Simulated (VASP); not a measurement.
## Ti2BN3: single point with PBE

Ti2BN3:

```xyz
6
Lattice="2.8461 0.0000 0.0000 0.0000 2.8461 0.0000 0.0000 0.0000 9.5139" Properties=species:S:1:pos:R:3 pbc="T T T"
Ti    1.4230    1.4230    8.0617
Ti    1.4230    1.4230    1.4522
B     1.4230    1.4230    4.7569
N     0.0000    0.0000    0.0000
N     0.0000    0.0000    6.7981
N     0.0000    0.0000    2.7157
```

* Program: VASP 6.6.1
* Task: single point
* Functional: PBE
* Potentials or basis: VASP PAW PBE potentials, release 64 (Ti_sv, B, N)
* Cutoff: 520 eV
* k mesh: 6 × 6 × 2
* Occupations: gaussian, width 0.1 eV
* Spin: collinear spin, ferromagnetic start
* Starting moments: [1.0, 1.0, 0.0, 0.0, 0.0, 0.0] μB
* Dipole correction: no
* Further INCAR settings: ALGO = Normal; EDIFF = 1e-06; NBANDS = 34

The pressure is -29.3 GPa and the largest force is 3.204 eV/Å. The band gap on the k mesh is zero (filled and empty bands overlap). The net moment is 0.00 μB per cell. The valence electrons inside the program's atomic spheres are Ti 10.03; B 1.24; N 3.54, 3.45.

Forces on the atoms (eV/Å):
```
Ti   0.000  0.000 -2.940
Ti   0.000  0.000  2.940
B    0.000  0.000  0.000
N    0.000  0.000  0.000
N    0.000  0.000  3.204
N    0.000  0.000 -3.204
```

Stress tensor (GPa, compression positive):
```
-26.55   0.00   0.00
  0.00 -26.55   0.00
  0.00   0.00 -34.80
```

Levels at points of the mesh, in eV from the Fermi level:
Spin up:
| k point | band 18 | band 19 | band 20 | band 21 | band 22 | band 23 | band 24 | band 25 |
| --- | --- | --- | --- | --- | --- | --- | --- | --- |
| (0.00, 0.00, 0.00) | -1.04 | -0.82 | -0.16 | -0.16 | 0.09 | 0.09 | 1.10 | 2.15 |
| (0.50, 0.00, 0.00) | -1.43 | -0.75 | -0.42 | -0.25 | -0.05 | 0.76 | 0.88 | 1.64 |
| (0.50, 0.50, 0.00) | -3.00 | -2.08 | -1.64 | 0.41 | 0.64 | 0.64 | 0.73 | 1.71 |
| (0.00, 0.00, 0.50) | -0.82 | -0.21 | -0.21 | 0.14 | 0.14 | 0.46 | 0.53 | 2.30 |
| (0.50, 0.00, 0.50) | -1.43 | -1.16 | -0.44 | -0.43 | 0.40 | 0.76 | 1.00 | 1.65 |
| (0.50, 0.50, 0.50) | -2.79 | -2.06 | -1.48 | 0.17 | 0.53 | 0.53 | 0.53 | 2.51 |
Spin down:
```
           k point  band 17  band 18  band 19  band 20  band 21  band 22  band 23  band 24  band 25  band 26
(0.00, 0.00, 0.00)    -1.12    -1.04    -0.82    -0.17    -0.17     0.09     0.09     1.10     2.15     2.51
(0.50, 0.00, 0.00)    -2.06    -1.43    -0.75    -0.42    -0.25    -0.04     0.75     0.88     1.64     2.04
(0.50, 0.50, 0.00)    -3.00    -3.00    -2.08    -1.64     0.41     0.64     0.64     0.73     1.71     2.34
(0.00, 0.00, 0.50)    -1.12    -0.82    -0.21    -0.21     0.14     0.14     0.46     0.53     2.30     2.42
(0.50, 0.00, 0.50)    -2.08    -1.43    -1.16    -0.44    -0.43     0.40     0.76     1.00     1.65     1.82
(0.50, 0.50, 0.50)    -2.79    -2.79    -2.06    -1.48     0.17     0.53     0.53     0.53     2.51     2.55
```

It took 64 s on 1 thread of Intel(R) Xeon(R) 6975P-C (Granite Rapids), with other jobs on the host, peak memory 0.27 GiB.

Caveat: the k points lie up to 0.37 Å⁻¹ apart; forces of over 1 eV/Å act on the atoms, so gaps and moduli don't describe the material at rest.
